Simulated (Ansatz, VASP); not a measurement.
## One calculation of ZrOs3, two programs

```xyz
4
Lattice="4.0750 0.0000 0.0000 0.0000 4.0750 0.0000 0.0000 0.0000 4.0750" Properties=species:S:1:pos:R:3 pbc="T T T"
Os    0.0000    2.0375    2.0375
Os    2.0375    0.0000    2.0375
Os    2.0375    2.0375    0.0000
Zr    0.0000    0.0000    0.0000
```

Alike in both runs: task single point; functional PBE; k mesh 7 × 7 × 7; occupations fermi-dirac, width 0.05 eV; no spin polarisation.

|  | VASP | Ansatz |
| --- | --- | --- |
| version | VASP 6.6.1 | Ansatz 0.2.0 |
| potentials or method | VASP PAW PBE potentials, release 64 (Os, Zr_sv) | Ansatz PAW |
| plane-wave cutoff (eV) | 520 | 420 |
| valence electrons in the cell | 36 | 60 |

VASP gave:

- gap on the k mesh at the Fermi level (eV): none
- pressure (GPa): -15.9

Question: What did Ansatz give for the same quantities?

Answer: gap on the k mesh at the Fermi level (eV): none; pressure (GPa): -15.7.

A gap of «none» marks a metal or a gap that the smearing closes. VASP's potentials hold 36 valence electrons a cell and Ansatz's 60, so a difference there can come from the potentials and not from the codes.

Spin-orbit coupling is off throughout.
